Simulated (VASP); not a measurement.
Input of a VASP 6.6.1 run:

POSCAR

```
AlN
1.0
    0.0000000000      2.1848764208      2.1848764208
    2.1848764208      0.0000000000      2.1848764208
    2.1848764208      2.1848764208      0.0000000000
Al N
1 1
Direct
    0.0000000000      0.0000000000      0.0000000000
    0.2500000000      0.2500000000      0.2500000000
```

Contents of INCAR.step1:

```
SYSTEM = AlN
ALGO = Normal ; EDIFF = 1E-8
ENCUT = 500 ; GGA = PE
ISMEAR = 0 ; LASPH = .TRUE.
LCHARG = .FALSE. ; LREAL = .FALSE.
LWAVE = .TRUE. ; NELM = 60
PREC = Accurate ; SIGMA = 0.01
```

The input INCAR.step2:

```
SYSTEM = AlN
ALGO = Exact ; EDIFF = 1E-8
ENCUT = 500 ; GGA = PE
ISMEAR = 0 ; ISTART = 1
LASPH = .TRUE. ; LCHARG = .FALSE.
LOPTICS = .TRUE. ; LREAL = .FALSE.
LWAVE = .TRUE. ; NBANDS = 34
NELM = 1 ; PREC = Accurate
SIGMA = 0.01
```

File INCAR.step3:

```
SYSTEM = AlN
ALGO = EVGW0 ; EDIFF = 1E-8
ENCUT = 500 ; ENCUTGW = 100.0
GGA = PE ; ISMEAR = 0
ISTART = 1 ; LASPH = .TRUE.
LCHARG = .FALSE. ; LREAL = .FALSE.
LWAVE = .FALSE. ; NBANDS = 34
NBANDSGW = 12 ; NELMGW = 1
NOMEGA = 48 ; PREC = Accurate
PRECFOCK = Fast ; SIGMA = 0.01
```

Contents of KPOINTS:

```
k-points
0
G
  4 4 4
  0 0 0
```

Potentials or basis: VASP PAW PBE potentials, release 64 (Al_GW, N_GW).

Launch:

```sh
$ cat potpaw_PBE.64/Al_GW/POTCAR potpaw_PBE.64/N_GW/POTCAR > POTCAR
$ cp INCAR.step1 INCAR
$ mpirun -np 1 vasp_std > vasp.out
$ cp INCAR.step2 INCAR
$ mpirun -np 1 vasp_std > vasp.out
$ cp INCAR.step3 INCAR
$ mpirun -np 1 vasp_std > vasp.out
```

Problem. Predict the quasiparticle gap.

Solution. 4.38 eV.

Problem. Estimate the least direct quasiparticle gap.

Solution. 5.61 eV.

Problem. Estimate the band gap on the k mesh, mean-field level.

Solution. 3.29 eV, indirect (least direct gap 4.17 eV).

Caveat: the k points lie up to 0.62 Å⁻¹ apart; bands, screening cutoff and mesh are small and nothing is extrapolated, so the quasiparticle values aren't converged. A k mesh can miss the band edges.
